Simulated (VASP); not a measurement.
Crystal: BaTiO3.

```xyz
5
Lattice="2.8274 1.6324 2.3184 -2.8274 1.6324 2.3184 0.0000 -3.2648 2.3184" Properties=species:S:1:pos:R:3 pbc="T T T"
Ba    0.0000    0.0000    0.0000
Ti    0.0000    0.0000    3.3698
O     1.3885   -0.8017    2.3988
O    -1.3885   -0.8017    2.3988
O     0.0000    1.6033    2.3988
```

```yaml
Program: VASP 6.6.1
Task: relaxation of cell and atoms
Functional: PBE
Potentials_or_basis: VASP PAW PBE potentials, release 64 (Ba_sv, Ti_sv, O)
Cutoff: 600 eV
k_mesh: 7 × 7 × 7
Occupations: fermi-dirac, width 0.05 eV
Spin: no spin polarisation
Hubbard_terms: Ti d U = 6.0 eV
```

At the start: pressure 12.1 GPa; volume 12.84 Å³/atom.

Task: Where does the relaxation end?

Result: Over 13 steps the energy falls by 49.7 meV/atom and the volume is 13.46 Å³/atom (+4.8 %); space group R3m (No. 160, to 0.1 Å) before, Pm-3m (No. 221, to 0.1 Å).

Step by step:
```csv
step,energy change (eV),largest force (eV/Å),pressure (GPa),volume (Å³)
1,0.0000,1.8040,12.05,64.20
2,0.0058,0.3161,-11.38,73.60
3,-0.2132,0.4805,-1.32,68.46
4,-0.2133,0.4978,-1.08,68.36
5,-0.2290,0.3508,-0.28,67.77
6,-0.2385,0.1629,1.49,66.78
7,-0.2446,0.1854,-0.14,67.39
8,-0.2446,0.1862,-0.18,67.41
9,-0.2465,0.1318,-0.11,67.35
10,-0.2483,0.0065,0.18,67.22
11,-0.2483,0.0047,0.17,67.23
12,-0.2483,0.0078,-0.26,67.42
13,-0.2484,0.0056,-0.02,67.31
```

Final structure:
```xyz
5
Lattice="2.8767 1.6609 2.3480 -2.8767 1.6609 2.3480 0.0000 -3.3217 2.3480" Properties=species:S:1:pos:R:3 pbc="T T T"
Ba    0.0000    0.0000    0.0268
Ti    0.0000    0.0000    3.5479
O     1.4383   -0.8304    2.3755
O    -1.4383   -0.8304    2.3755
O     0.0000    1.6608    2.3755
```
